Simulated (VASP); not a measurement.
InSe: single point with PBE+D3(BJ)

Crystal: InSe.

```
CELL_PARAMETERS angstrom
1.89920 1.09650 9.37647
-1.89920 1.09650 9.37647
0.00000 -2.19300 9.37647
ATOMIC_POSITIONS crystal
In 0.00005 0.00005 0.00005
In 0.11218 0.11218 0.11218
Se 0.61514 0.61514 0.61514
Se 0.83034 0.83034 0.83034
```

This cell differs from its parent crystal: ratio of the length along z to the lengths across it x 1.2, volume and fractional coordinates fixed.

```
Program             : VASP 6.6.1
Task                : single point
Functional          : PBE
Dispersion          : D3(BJ)
Potentials or basis : VASP PAW PBE potentials, release 64 (In_d, Se)
Cutoff              : 520 eV
k mesh              : 12 × 12 × 12
Occupations         : gaussian, width 0.03 eV
Spin                : no spin polarisation
```

The pressure is 1.1 GPa. The largest force is 0.845 eV/Å. The band gap on the k mesh is 1.00 eV. The dispersion energy per atom is -0.297 eV.

Forces in eV/Å, atoms in the order of the input:
```
In   0.000  0.000  0.837
In   0.000  0.000 -0.845
Se   0.000  0.000  0.167
Se   0.000  0.000 -0.158
```

Stress tensor (GPa, compression positive):
```
 4.66  0.00  0.00
 0.00  4.66  0.00
 0.00  0.00 -6.17
```

Levels at points of the mesh, in eV from the valence-band top:
| k point | band 17 | band 18 | band 19 | band 20 | band 21 | band 22 |
| --- | --- | --- | --- | --- | --- | --- |
| (0.00, 0.00, 0.00) | -0.10 | -0.03 | -0.03 | 2.34 | 3.34 | 4.95 |
| (0.50, 0.00, 0.00) | -1.26 | -1.16 | -1.15 | 1.58 | 2.19 | 3.76 |
| (0.50, 0.50, 0.00) | -1.33 | -1.07 | -0.99 | 1.35 | 2.41 | 3.49 |
| (0.50, 0.50, 0.50) | -0.13 | 0.00 | 0.00 | 1.00 | 3.67 | 5.18 |

It took 11 min on 1 × NVIDIA H100 80GB with 1 thread of AMD EPYC 7R13 Processor (Zen 3), on a shared host, peak memory 2 GiB.

Caveat: the stress differs along the axes, from -6 to 5 GPa; spin-orbit coupling is left out, which moves the levels of the heavy elements. A k mesh can miss the band edges.
